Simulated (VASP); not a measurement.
# Al2Rh (P4/nmm) in VASP: relaxation of cell and atoms with PBE

Aim: the relaxation of cell and atoms of Al2Rh with PBE.

All numbers are computed with VASP 6.6.1; they aren't measurements. Logs are shortened: lines on timing, memory, paths and dates and some standing lists are left out, and cuts for length are marked.

## 1. The cell of the first run

It takes space group P4/nmm (No. 129, tetragonal). Conventional cell: a = 3.621 Å, b = 3.621 Å, c = 7.075 Å, α = 90.00°, β = 90.00°, γ = 90.00°. Al (site symmetry -4m2) has 4 Rh at 2.54 Å and 8 Al at 2.56 to 3.24 Å within 3.3 Å. Within 3.4 Å of Al (site symmetry 4mm) lie 5 Rh at 2.61 to 2.72 Å and 8 Al at 3.07 to 3.24 Å. Rh (site symmetry 4mm) has 9 Al at 2.54 to 2.72 Å within 3.3 Å.

The cell was generated, and may not be a known phase.

## 2. Relaxation of cell and atoms, PBE

The input, INCAR:

```
PREC = Accurate
ENCUT = 600
EDIFF = 1E-6
ISMEAR = 0
SIGMA = 0.1
LREAL = False
LASPH = True
NELM = 100
ALGO = Fast
ISIF = 3
LWAVE = False
LCHARG = False
GGA = PE
IBRION = 2
NSW = 100
EDIFFG = -0.01
```

The input, KPOINTS:

```
regular mesh
0
Gamma
  10 10 6
```

The input, POSCAR:

```
Al2Rh
1.0
    3.6206900186      0.0000000000      0.0000000000
    0.0000000000      3.6206900186      0.0000000000
    0.0000000000      0.0000000000      7.0753929518
Al Rh
4 2
Direct
    0.0000000000      0.0000000000      0.0000000000
    0.5000000000      0.5000000000      0.0000000000
    0.0000000000      0.5000000000      0.3803253397
    0.5000000000      0.0000000000      0.6196746603
    0.0000000000      0.5000000000      0.7486660295
    0.5000000000      0.0000000000      0.2513339705
```

Potentials or basis: VASP PAW PBE potentials, release 64 (Al, Rh_pv).

On the command line:

```
cat potpaw_PBE.64/Al/POTCAR potpaw_PBE.64/Rh_pv/POTCAR > POTCAR
mpirun -np 1 vasp_std > vasp.out
```

OUTCAR:

```text
PREC = Accurate
   ENCUT = 600
   EDIFF = 1E-6
   ISMEAR = 0
   LREAL = False
   LASPH = True
   NELM = 100
   ISIF = 3
   GGA = PE
   IBRION = 2
   NSW = 100
   EDIFFG = -0.01

 ion  position               nearest neighbor table
   1  0.000  0.000  0.000-   5 2.54   6 2.54   5 2.54   6 2.54   2 2.56   2 2.56   2 2.56   2 2.56
                             3 3.24   4 3.24   3 3.24   4 3.24
   2  0.500  0.500  0.000-   5 2.54   6 2.54   6 2.54   5 2.54   1 2.56   1 2.56   1 2.56   1 2.56
                             3 3.24   3 3.24   4 3.24   4 3.24
   3  0.000  0.500  0.380-   5 2.61   6 2.72   6 2.72   6 2.72   6 2.72   4 3.07   4 3.07   4 3.07
                             4 3.07   1 3.24   2 3.24   1 3.24   2 3.24
   4  0.500  0.000  0.620-   6 2.61   5 2.72   5 2.72   5 2.72   5 2.72   3 3.07   3 3.07   3 3.07
                             3 3.07   2 3.24   2 3.24   1 3.24   1 3.24
   5  0.000  0.500  0.749-   1 2.54   2 2.54   1 2.54   2 2.54   3 2.61   4 2.72   4 2.72   4 2.72
                             4 2.72
   6  0.500  0.000  0.251-   1 2.54   2 2.54   2 2.54   1 2.54   4 2.61   3 2.72   3 2.72   3 2.72
                             3 2.72

  LATTYP: Found a simple tetragonal cell.
 ALAT       =     3.6206900186
 C/A-ratio  =     1.9541559524

  Lattice vectors:

 A1 = (   3.6206900186,   0.0000000000,   0.0000000000)
 A2 = (   0.0000000000,   3.6206900186,   0.0000000000)
 A3 = (   0.0000000000,   0.0000000000,   7.0753929518)

Analysis of symmetry for initial positions (statically):
=====================================================================
 Subroutine PRICEL returns:
 Original cell was already a primitive cell.

 Routine SETGRP: Setting up the symmetry group for a
 simple tetragonal supercell.

 Subroutine GETGRP returns: Found 16 space group operations
 (whereof  8 operations were pure point group operations)
 out of a pool of 16 trial point group operations.

The static configuration has the point symmetry D_2d.
 The point group associated with its full space group is D_4h.

Analysis of symmetry for dynamics (positions and initial velocities):
=====================================================================
 Subroutine PRICEL returns:
 Original cell was already a primitive cell.

 Routine SETGRP: Setting up the symmetry group for a
 simple tetragonal supercell.

 Subroutine GETGRP returns: Found 16 space group operations
 (whereof  8 operations were pure point group operations)
 out of a pool of 16 trial point group operations.

The dynamic configuration has the point symmetry D_2d.
[... 126 lines left out ...]
   IMIX   =      4    mixing-type and parameters
     AMIX     =   0.40;   BMIX     =  1.00
     AMIX_MAG =   1.60;   BMIX_MAG =  1.00
  volume/ion in A,a.u.               =      15.46       104.32
  Fermi-wavevector in a.u.,A,eV,Ry     =   1.257130  2.375631 21.502317  1.580376
  Thomas-Fermi vector in A             =   2.390804
   LORBIT       =      0    0 simple, 1 ext, 2 COOP (PROOUT), +10 PAW based schemes
   GGA     = PE    functional components
   LHFCALC =     F    Hartree Fock is set to
   AEXX    =    0.0000 exact exchange contribution
   IVDW    =     0    specifies the selected vdW correction
   LEPSILON=     F    determine dielectric tensor
   LRPA    =     F    only Hartree local field effects (RPA)
 conjugate gradient relaxation of ions
 non-spin polarized calculation
 RMM-DIIS sequential band-by-band and
 Gauss-broadening in eV      SIGMA  =   0.10
  energy-cutoff  :      600.00
  volume of cell :       92.75
 maximum number of plane-waves:      3118
 NGX is ok and might be reduce to    30
   NGX = 15   NGY = 15   NGZ = 29

--------------------------------------- Ionic step        1  -------------------------------------------

 number of electron      42.0000008 magnetization

 Free energy of the ion-electron system (eV)
  ---------------------------------------------------
  ext. energy  EPLUGINS =         0.00000000
  ---------------------------------------------------
  free energy    TOTEN  =       -33.26376251 eV

  energy without entropy =      -33.24795667  energy(sigma->0) =      -33.25585959

------------------------ aborting loop because EDIFF is reached ----------------------------------------

  FORCE on cell =-STRESS in cart. coord.  units (eV):
  Direction    XX          YY          ZZ          XY          YZ          ZX
  --------------------------------------------------------------------------------------
  -------------------------------------------------------------------------------------
  Total       -0.0284375     -0.0284375      0.3969033      0.0000000      0.0000000     -0.0000000
  in kB       -0.4912121     -0.4912121      6.8558620      0.0000000      0.0000000     -0.0000000
  external PRESSURE =       1.9578126 kB  Pullay stress =       0.0000000 kB
[... 101 lines left out ...]
  FREE ENERGIE OF THE ION-ELECTRON SYSTEM (eV)
  ---------------------------------------------------
  free  energy   TOTEN  =       -33.2642521784 eV

  energy  without entropy=      -33.2485673895  energy(sigma->0) =      -33.25640978

[... ionic steps 4 to 16 ...]

--------------------------------------- Ionic step       17  -------------------------------------------

 number of electron      42.0000007 magnetization

------------------------ aborting loop because EDIFF is reached ----------------------------------------
[... 75 lines left out ...]
--------------------------------------- Ionic step       19  -------------------------------------------

 number of electron      42.0000007 magnetization

 Free energy of the ion-electron system (eV)
  ---------------------------------------------------
  ext. energy  EPLUGINS =         0.00000000
  ---------------------------------------------------
  free energy    TOTEN  =       -33.26488990 eV

  energy without entropy =      -33.24975664  energy(sigma->0) =      -33.25732327

 E-fermi :   8.8707     XC(G=0): -11.2931

 val. band max:        8.8705878224   @ k =   0.2000   0.0000   0.3333
 cond. band min:       8.8828235993   @ k =   0.3000   0.3000   0.5000
 fundamental gap:      0.0122357768
 Fermi energy:         8.8706684814

 k-point     1 :       0.0000    0.0000    0.0000
  band No.  band energies     occupation
      1     -37.5235      2.00000
      2     -37.5202      2.00000
      3     -37.3733      2.00000
      4     -37.3733      2.00000
      5     -37.3729      2.00000
      6     -37.3729      2.00000
[... 661 lines left out ...]
     24      11.9807      0.00000
     25      13.1214      0.00000

 [... further k-points ...]
[... 5 lines left out ...]
  --------------------------------------------------------------------------------------
  -------------------------------------------------------------------------------------
  Total       -0.0298842     -0.0298842      0.0017851      0.0000000      0.0000000      0.0000000
  in kB       -0.5162637     -0.5162637      0.0308385      0.0000000      0.0000000      0.0000000
  external PRESSURE =      -0.3338963 kB  Pullay stress =       0.0000000 kB
[... 21 lines left out ...]
  FREE ENERGIE OF THE ION-ELECTRON SYSTEM (eV)
  ---------------------------------------------------
  free  energy   TOTEN  =       -33.2648899002 eV

  energy  without entropy=      -33.2497566408  energy(sigma->0) =      -33.25732327

 reached required accuracy - stopping structural energy minimisation
```

OSZICAR:

```text
N       E                     dE             d eps       ncg     rms          rms(c)
DAV:   1     0.333377869497E+03    0.33338E+03   -0.24980E+04  4856   0.177E+03
[... 139 lines left out ...]
       N       E                     dE             d eps       ncg     rms          rms(c)
DAV:   1    -0.332651417007E+02   -0.27199E-03   -0.12032E-02  4291   0.114E+00    0.107E-01
RMM:   2    -0.332649725173E+02    0.16918E-03   -0.14123E-03  4204   0.307E-01    0.540E-02
RMM:   3    -0.332649039788E+02    0.68539E-04   -0.19178E-04  4200   0.116E-01    0.259E-02
RMM:   4    -0.332648895174E+02    0.14461E-04   -0.96223E-05  4225   0.586E-02    0.720E-03
RMM:   5    -0.332648899668E+02   -0.44939E-06   -0.16929E-05  3870   0.269E-02    0.344E-03
RMM:   6    -0.332648899002E+02    0.66635E-07   -0.39940E-06  2932   0.116E-02
  19 F= -.33264890E+02 E0= -.33257323E+02  d E =-.460322E-04
```

Wall time 14 min (1 thread of Intel Xeon 6975P-C (Granite Rapids), shared host); peak memory 0.38 GiB.

What came out:

```
Free energy                           : -33.2649 eV
Relaxed volume                        : 15.46 Å³/atom
Relaxed cell                          : a = 3.611 Å, b = 3.611 Å, c = 7.112 Å, α = 90.00°, β = 90.00°, γ = 90.00°
Space group after relaxing (to 0.1 Å) : P4/nmm (No. 129)
Energy gained by relaxing             : 0.2 meV/atom
Ionic steps                           : 19
Pressure after relaxing               : 0.0 GPa
Largest force after relaxing          : 0.003 eV/Å
Band gap on the k mesh                : zero (bands 21 and 22 overlap by 2.74 eV)
```

Forces on the atoms (eV/Å):
```
Al   0.000  0.000  0.000
Al   0.000  0.000  0.000
Al   0.000  0.000  0.003
Al   0.000  0.000 -0.003
Rh   0.000  0.000  0.000
Rh   0.000  0.000  0.000
```

The path:
```
step  energy change (eV)  largest force (eV/Å)  pressure (GPa)  volume (Å³)
   1              0.0000                0.0441            0.20        92.75
   2             -0.0004                0.0118           -0.37        93.01
   3             -0.0005                0.0062           -0.24        92.94
   4             -0.0009                0.0227           -0.05        92.74
   5             -0.0009                0.0257            0.01        92.71
   6             -0.0009                0.0254            0.03        92.71
   7             -0.0009                0.0242           -0.01        92.73
   8             -0.0009                0.0249           -0.05        92.72
   9             -0.0010                0.0182            0.08        92.67
  10             -0.0010                0.0162            0.05        92.65
  11             -0.0010                0.0120            0.17        92.62
  12             -0.0010                0.0144            0.20        92.64
  13             -0.0010                0.0154            0.15        92.64
  14             -0.0010                0.0131            0.13        92.65
  15             -0.0010                0.0118            0.06        92.67
  16             -0.0011                0.0195            0.05        92.72
  17             -0.0011                0.0124            0.02        92.71
  18             -0.0011                0.0104            0.01        92.71
  19             -0.0011                0.0033           -0.03        92.74
```

Final structure:
```yaml
crystal:
  lattice:
    - [3.61115, 0.00000, 0.00000]
    - [0.00000, 3.61115, 0.00000]
    - [0.00000, 0.00000, 7.11198]
  atoms:
    - { symbol: Al, position: [0.00000, 0.00000, 0.00000] }
    - { symbol: Al, position: [0.50000, 0.50000, 0.00000] }
    - { symbol: Al, position: [0.00000, 0.50000, 0.38107] }
    - { symbol: Al, position: [0.50000, 0.00000, 0.61893] }
    - { symbol: Rh, position: [0.00000, 0.50000, 0.74853] }
    - { symbol: Rh, position: [0.50000, 0.00000, 0.25147] }
```

Levels at points of the mesh, in eV from the Fermi level:
| k point | band 19 | band 20 | band 21 | band 22 | band 23 | band 24 |
| --- | --- | --- | --- | --- | --- | --- |
| (0.00, 0.00, 0.00) | -1.93 | 0.42 | 0.42 | 1.74 | 3.34 | 4.25 |
| (0.50, 0.00, 0.00) | -1.34 | -1.34 | -1.00 | -1.00 | 3.83 | 3.83 |
| (0.50, 0.50, 0.00) | -1.34 | -1.34 | -0.71 | -0.71 | -0.17 | -0.17 |
| (0.00, 0.00, 0.50) | -1.57 | -0.62 | 1.52 | 1.52 | 2.23 | 2.23 |
| (0.50, 0.00, 0.50) | -1.16 | -1.16 | -0.59 | -0.59 | 3.33 | 3.33 |
| (0.50, 0.50, 0.50) | -1.34 | -1.34 | -1.00 | -1.00 | -0.17 | -0.17 |
